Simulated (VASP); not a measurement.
Runs of VASP 6.6.1 on BaTiO3. The structure is that of space group Pm-3m (No. 221), or close to it. The cells are those of the table. 

| task | cell | cutoff (eV) | gap on the mesh (eV) | pressure (GPa) |
| --- | --- | --- | --- | --- |
| single point | a = 3.987 Å, 5 atoms | 520 | 2.16 | (c) |
| single point | a = 3.966 Å, 5 atoms | 520 | 2.20 | 6.2 |
| single point | a = 3.756 Å, 5 atoms | 520 | 2.45 | 54.0 |
| single point | a = 3.994 Å, 5 atoms | 520 | 2.15 | 2.0 |
| single point | a = 3.852 Å, 5 atoms | 520 | 2.40 | 28.0 |
| relaxation of cell and atoms | relaxed from a = 4.008 Å, 5 atoms | 600 | 2.13 | 0.0 |
| single point | a = 3.918 Å, 5 atoms | 520 | 2.28 | 14.4 |
| single point | a = 3.647 Å, 5 atoms | 520 | (b) | (a) |

Alike in all rows: level r2SCAN; potentials or basis VASP PAW PBE potentials, release 64 (Ba_sv, Ti_sv, O); no spin polarisation; k mesh 8 × 8 × 8; smearing gaussian 0.02 eV.

Estimate the missing entries.

(a) 95.6; (b) 2.42; (c) 2.9.

Caveats: the PAW data sets were made with another functional, which shifts forces and pressure a little; spin-orbit coupling is left out, which moves the levels of the heavy elements; the cell stands under pressure (at least some runs); the relaxation stopped at its first step, so nothing moved (at least some runs).

A k mesh can miss the band edges, and the runs leave out spin-orbit coupling on Ba.
